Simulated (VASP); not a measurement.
# AlNi in VASP: a series of runs

Runs on AlNi. Level: PBEsol. Tasks: single point.

Everything below comes from runs of VASP 6.6.1. Logs are shortened: lines on timing, memory, paths and dates and some standing lists are left out, and cuts for length are marked.

**1. The cell of the first run**

It takes space group Pmm2 (No. 25, orthorhombic). Conventional cell: a = 2.858 Å, b = 2.869 Å, c = 2.858 Å, α = 90.00°, β = 90.00°, γ = 90.00°. Within 3.2 Å of Al (site symmetry mm2) lie 8 Ni at 2.43 to 2.53 Å and 6 Al at 2.86 to 2.87 Å. Ni (site symmetry mm2) has 8 Al at 2.43 to 2.53 Å and 6 Ni at 2.86 to 2.87 Å within 3.2 Å.

**2. Single point, PBEsol (atoms displaced along a vibrational mode)**

INCAR

```
PREC     = Accurate       # precision mode
ENCUT    = 520            # plane-wave cutoff, eV
EDIFF    = 1E-6           # SCF threshold, eV
ISMEAR   = 0              # smearing method
SIGMA    = 0.15           # smearing width, eV
LREAL    = F              # projectors in reciprocal space
LASPH    = T              # aspherical terms in the spheres
NELM     = 80             # most SCF steps
ALGO     = Fast           # electronic algorithm
ISIF     = 2              # what is computed and relaxed
LWAVE    = F              # write WAVECAR
LCHARG   = F              # write CHGCAR
GGA      = PS             # functional
NBANDS   = 14             # bands
```

KPOINTS

```
Automatic mesh
0
Gamma
  16 16 16
```

POSCAR

```
AlNi
1.0
    2.0211996418     -2.0211459310      0.0000000000
    2.0211996418      2.0211459310      0.0000000000
    0.0000000000      0.0000000000      2.8688666946
Al Ni
1 1
Direct
   -0.0199414354      0.0000000000      0.0000000000
    0.5091671398      0.5000000000      0.5000000000
```

Potentials or basis: VASP PAW PBE potentials, release 64 (Al, Ni).

Command:

```sh
$ cat potpaw_PBE.64/Al/POTCAR potpaw_PBE.64/Ni/POTCAR > POTCAR
$ mpirun -np 1 vasp_std > vasp.out
```

OUTCAR:

```text
PREC = Accurate
   ENCUT = 520
   EDIFF = 1E-6
   ISMEAR = 0
   LREAL = F
   LASPH = T
   NELM = 80
   ISIF = 2
   GGA = PS

 ion  position               nearest neighbor table
   1  0.980  0.000  0.000-   2 2.43   2 2.43   2 2.43   2 2.43   2 2.53   2 2.53   2 2.53   2 2.53

   2  0.509  0.500  0.500-   1 2.43   1 2.43   1 2.43   1 2.43   1 2.53   1 2.53   1 2.53   1 2.53

  LATTYP: Found a base centered orthorhombic cell.
 ALAT       =     4.0422918620
 B/A-ratio  =     1.0000265744
 C/A-ratio  =     0.7097129036

  Lattice vectors:

 A1 = (  -2.0211996418,  -2.0211459310,   0.0000000000)
 A2 = (   2.0211996418,  -2.0211459310,   0.0000000000)
 A3 = (   0.0000000000,   0.0000000000,   2.8688666946)

Analysis of symmetry for initial positions (statically):
=====================================================================
 Subroutine PRICEL returns:
 Original cell was already a primitive cell.

 Routine SETGRP: Setting up the symmetry group for a
 base centered orthorhombic supercell.

 Subroutine GETGRP returns: Found  2 space group operations
 (whereof  2 operations were pure point group operations)
 out of a pool of  8 trial point group operations.

The static configuration has the point symmetry C_1h.

Analysis of symmetry for dynamics (positions and initial velocities):
=====================================================================
 Subroutine PRICEL returns:
 Original cell was already a primitive cell.

 Routine SETGRP: Setting up the symmetry group for a
 base centered orthorhombic supercell.

 Subroutine GETGRP returns: Found  2 space group operations
 (whereof  2 operations were pure point group operations)
 out of a pool of  8 trial point group operations.

The dynamic configuration has the point symmetry C_1h.

 Subroutine INISYM returns: Found  2 space group operations
 (whereof  2 operations are pure point group operations),
 and found     1 'primitive' translations

----------------------------------------------------------------------------------------

                                     Primitive cell

  volume of cell :      23.4394

  direct lattice vectors                    reciprocal lattice vectors
     2.021199642 -2.021145931  0.000000000     0.247377839 -0.247384413  0.000000000
     2.021199642  2.021145931  0.000000000     0.247377839  0.247384413  0.000000000
     0.000000000  0.000000000  2.868866695     0.000000000  0.000000000  0.348569699

  length of vectors
     2.858369967  2.858369967  2.868866695     0.349849744  0.349849744  0.348569699

  position of ions in fractional coordinates (direct lattice)
     0.980058565  0.000000000  0.000000000
     0.509167140  0.500000000  0.500000000

  ion indices of the primitive-cell ions
   primitive index   ion index
                 1           1
                 2           2

----------------------------------------------------------------------------------------

 KPOINTS: Automatic mesh

Automatic generation of k-mesh.
 Grid dimensions read from file:
 generate k-points for:   16   16   16

 Generating k-lattice:

  Cartesian coordinates                     Fractional coordinates (reciprocal lattice)
     0.015461115 -0.015461526  0.000000000     0.062500000  0.000000000  0.000000000
     0.015461115  0.015461526  0.000000000     0.000000000  0.062500000  0.000000000
     0.000000000  0.000000000  0.021785606     0.000000000  0.000000000  0.062500000

  Length of vectors
     0.021865609  0.021865609  0.021785606

  Shift w.r.t. Gamma in fractional coordinates (k-lattice)
     0.000000000  0.000000000  0.000000000

 Subroutine IBZKPT returns following result:
 ===========================================

 Found   1170 irreducible k-points:

 Following reciprocal coordinates:
            Coordinates               Weight
  0.000000  0.000000  0.000000      1.000000
  0.062500  0.000000  0.000000      2.000000
 -0.000000 -0.062500  0.000000      2.000000
  0.125000  0.000000  0.000000      2.000000
 -0.000000 -0.125000  0.000000      2.000000
  0.187500 -0.000000  0.000000      2.000000
[... 16 lines left out ...]
  0.250000  0.062500  0.000000      2.000000
 -0.062500 -0.250000  0.000000      2.000000
 [... further k-points ...]
   k-points           NKPTS =   1170   k-points in BZ     NKDIM =   1170   number of bands    NBANDS=     14
   number of dos      NEDOS =    301   number of ions     NIONS =      2
   total plane-waves  NPLWV =  13824
   dimension x,y,z NGX =    24 NGY =   24 NGZ =   24
   dimension x,y,z NGXF=    48 NGYF=   48 NGZF=   48
   ions per type =               1   1
   NGX,Y,Z   is equivalent  to a cutoff of  13.96, 13.96, 13.91 a.u.
   NGXF,Y,Z  is equivalent  to a cutoff of  27.92, 27.92, 27.82 a.u.
 SYSTEM =  unknown system
   PREC   = accura    normal or accurate (medium, high low for compatibility)
   ISTART =      0    job   : 0-new  1-cont  2-samecut
   ICHARG =      2    charge: 1-file 2-atom 10-const
   ISPIN  =      1    spin polarized calculation?
   LNONCOLLINEAR =      F non collinear calculations
   LSORBIT =      F    spin-orbit coupling
   LASPH  =      T    aspherical Exc in radial PAW
   ENCUT  =  520.0 eV  38.22 Ry    6.18 a.u.   5.31  5.31  5.33*2*pi/ulx,y,z
   NELM   =     80;   NELMIN=  2; NELMDL= -5     # of ELM steps
   EDIFF  = 0.1E-05   stopping-criterion for ELM
   LREAL  =      F    real-space projection
   EDIFFG = 0.1E-04   stopping-criterion for IOM
   NSW    =      0    number of steps for IOM
   IBRION =     -1    ionic relax: 0-MD 1-quasi-New 2-CG
   NFREE  =      0    steps in history (QN), initial steepest desc. (CG)
   ISIF   =      2    stress and relaxation
   ISYM   =      2    0-nonsym 1-usesym 2-fastsym
   POTIM  = 0.5000    time-step for ionic-motion
   TEBEG  =    0.0;   TEEND  =   0.0 temperature during run
   PSTRESS=    0.0 pullay stress
   NELECT =      13.0000    total number of electrons
   NUPDOWN=      -1.0000    fix difference up-down
   EMIN   =  10.00;   EMAX   =-10.00  energy-range for DOS
   EFERMI =   0.00;   METHOD = LEGACY
   ISMEAR =     0;   SIGMA  =   0.15  broadening in eV -4-tet -1-fermi 0-gaus
   EFERMI_NEDOS =   21; number of points for ismear=-14 and -15
   IALGO  =     68    algorithm
   IMIX   =      4    mixing-type and parameters
     AMIX     =   0.40;   BMIX     =  1.00
     AMIX_MAG =   1.60;   BMIX_MAG =  1.00
  volume/ion in A,a.u.               =      11.72        79.09
  Fermi-wavevector in a.u.,A,eV,Ry     =   1.345055  2.541786 24.615310  1.809174
  Thomas-Fermi vector in A             =   2.472999
   LORBIT       =      0    0 simple, 1 ext, 2 COOP (PROOUT), +10 PAW based schemes
   GGA     = PS    functional components
   LHFCALC =     F    Hartree Fock is set to
   AEXX    =    0.0000 exact exchange contribution
   IVDW    =     0    specifies the selected vdW correction
   LEPSILON=     F    determine dielectric tensor
   LRPA    =     F    only Hartree local field effects (RPA)
 non-spin polarized calculation
 RMM-DIIS sequential band-by-band and
 Gauss-broadening in eV      SIGMA  =   0.15
  energy-cutoff  :      520.00
  volume of cell :       23.44
 maximum number of plane-waves:       653
 NGX is ok and might be reduce to    24
   NGX = 11   NGY = 11   NGZ = 11

 number of electron      13.0000001 magnetization

 Free energy of the ion-electron system (eV)
  ---------------------------------------------------
  ext. energy  EPLUGINS =         0.00000000
  ---------------------------------------------------
  free energy    TOTEN  =       -11.56957428 eV

  energy without entropy =      -11.56107697  energy(sigma->0) =      -11.56532562

 E-fermi :  10.1629     XC(G=0): -12.2615

 val. band max:       10.1618552178   @ k =  -0.3125   0.4375   0.5000
 cond. band min:      10.1647379958   @ k =  -0.3125   0.5000  -0.4375
 fundamental gap:      0.0028827781
 Fermi energy:        10.1629060918

 k-point     1 :       0.0000    0.0000    0.0000
  band No.  band energies     occupation
      1      -1.1146      2.00000
      2       6.8169      2.00000
      3       6.8268      2.00000
      4       8.5654      2.00000
      5       8.5725      2.00000
      6       8.5836      2.00000
      7      15.6577      0.00000
      8      15.7905      0.00000
      9      15.7926      0.00000
     10      18.3675      0.00000
     11      18.4013      0.00000
     12      24.2018      0.00000
     13      31.2266      0.00000
     14      31.2735      0.00000

 k-point     2 :       0.0625    0.0000    0.0000
  band No.  band energies     occupation
      1      -1.0415      2.00000
      2       6.8221      2.00000
      3       6.8349      2.00000
      4       8.5396      2.00000
      5       8.5513      2.00000
      6       8.5689      2.00000
      7      14.9850      0.00000
      8      15.7547      0.00000
      9      15.8869      0.00000
     10      18.3768      0.00000
     11      19.1301      0.00000
     12      24.4542      0.00000
     13      30.3526      0.00000
     14      30.4497      0.00000

 k-point     3 :      -0.0000   -0.0625    0.0000
  band No.  band energies     occupation
      1      -1.0414      2.00000
      2       6.8158      2.00000
      3       6.8413      2.00000
      4       8.5319      2.00000
      5       8.5514      2.00000
      6       8.5764      2.00000
      7      14.9759      0.00000
      8      15.7550      0.00000
      9      15.8996      0.00000
     10      18.3817      0.00000
     11      19.1188      0.00000
     12      24.4567      0.00000
     13      30.3962      0.00000
     14      30.4554      0.00000
[... 324 lines left out ...]
 k-point    23 :       0.2500    0.0625    0.0000
  band No.  band energies     occupation
      1       0.1093      2.00000
      2       6.4776      2.00000
      3       7.0576      2.00000
      4       8.1533      2.00000
      5       8.1811      2.00000
      6       8.5821      2.00000
      7      11.0964      0.00000
      8      16.2584      0.00000
      9      17.1787      0.00000
     10      19.0538      0.00000
     11      22.4197      0.00000
     12      25.0938      0.00000
     13      25.8787      0.00000
     14      28.3079      0.00000

 k-point    24 :      -0.0625   -0.2500    0.0000
  band No.  band energies     occupation
      1       0.1101      2.00000
      2       6.4744      2.00000
      3       7.0635      2.00000
      4       8.1540      2.00000
      5       8.1719      2.00000
      6       8.5891      2.00000
      7      11.0899      0.00000
      8      16.2655      0.00000
      9      17.1823      0.00000
     10      19.0612      0.00000
     11      22.3820      0.00000
     12      25.1066      0.00000
     13      25.8879      0.00000
     14      28.4484      0.00000

 [... further k-points ...]

------------------------ aborting loop because EDIFF is reached ----------------------------------------

  FORCE on cell =-STRESS in cart. coord.  units (eV):
  Direction    XX          YY          ZZ          XY          YZ          ZX
  --------------------------------------------------------------------------------------
  -------------------------------------------------------------------------------------
  Total        0.1099495      0.1109285      0.0901140      0.0270007      0.0000000      0.0000000
  in kB        7.5154759      7.5823945      6.1596467      1.8456059      0.0000000      0.0000000
  external PRESSURE =       7.0858391 kB  Pullay stress =       0.0000000 kB

 VOLUME and BASIS-vectors are now :
 -----------------------------------------------------------------------------
  energy-cutoff  :      520.00
  volume of cell :       23.44
      direct lattice vectors                 reciprocal lattice vectors
     2.021199642 -2.021145931  0.000000000     0.247377839 -0.247384413  0.000000000
     2.021199642  2.021145931  0.000000000     0.247377839  0.247384413  0.000000000
     0.000000000  0.000000000  2.868866695     0.000000000  0.000000000  0.348569699

 POSITION                                       TOTAL-FORCE (eV/Angst)
 -----------------------------------------------------------------------------------
      1.98089     -1.98084      0.00000         0.368078     -0.368157      0.000000
      2.03973     -0.01853      1.43443        -0.368078      0.368157      0.000000
 -----------------------------------------------------------------------------------
    total drift:                               -0.000149      0.000149      0.000003

  FREE ENERGIE OF THE ION-ELECTRON SYSTEM (eV)
  ---------------------------------------------------
  free  energy   TOTEN  =       -11.5695742762 eV

  energy  without entropy=      -11.5610769657  energy(sigma->0) =      -11.56532562
```

Wall time 2.6 min (1 thread of Intel Xeon Platinum 8559C (Emerald Rapids), shared host); peak memory 0.48 GiB.

What came out:

```yaml
Free_energy: -11.5696 eV
Pressure: 0.7 GPa
Largest_force: 0.521 eV/Å
Band_gap_on_the_k_mesh: zero (an odd number of electrons rules out a gap without spin polarisation)
```

Forces in eV/Å, atoms in the order of the input:
```
Al   0.368 -0.368  0.000
Ni  -0.368  0.368  0.000
```

Levels at points of the mesh, in eV from the Fermi level:
| k point | band 4 | band 5 | band 6 | band 7 | band 8 | band 9 | band 10 | band 11 |
| --- | --- | --- | --- | --- | --- | --- | --- | --- |
| (0.00, 0.00, 0.00) | -1.60 | -1.59 | -1.58 | 5.49 | 5.63 | 5.63 | 8.20 | 8.24 |
| (0.50, 0.00, 0.00) | -2.32 | -2.30 | -1.51 | -0.65 | 8.34 | 9.98 | 10.10 | 11.07 |
| (0.00, 0.50, 0.00) | -2.33 | -2.30 | -1.50 | -0.66 | 8.33 | 10.01 | 10.17 | 11.04 |
| (0.50, 0.50, 0.00) | -2.88 | -2.16 | -2.15 | -1.04 | 1.52 | 2.61 | 12.46 | 15.20 |
| (0.00, 0.00, 0.50) | -2.31 | -2.30 | -1.49 | -0.68 | 8.33 | 10.12 | 10.15 | 11.06 |
| (0.50, 0.00, 0.50) | -2.89 | -2.14 | -2.13 | -1.05 | 1.49 | 2.58 | 12.55 | 15.30 |
| (0.00, 0.50, 0.50) | -2.95 | -2.11 | -2.11 | -1.05 | 1.48 | 2.58 | 12.57 | 14.97 |
| (0.50, 0.50, 0.50) | -1.02 | -1.01 | 1.94 | 1.95 | 1.98 | 3.81 | 4.57 | 4.61 |

Caveat: the cell differs from its parent crystal (atoms displaced along a vibrational mode); the PAW data sets were made with another functional, which shifts forces and pressure a little. Spin polarisation is off, so any magnetic state and its effect on volume and gap are missing.

(Part 1 of 2 ends here.)
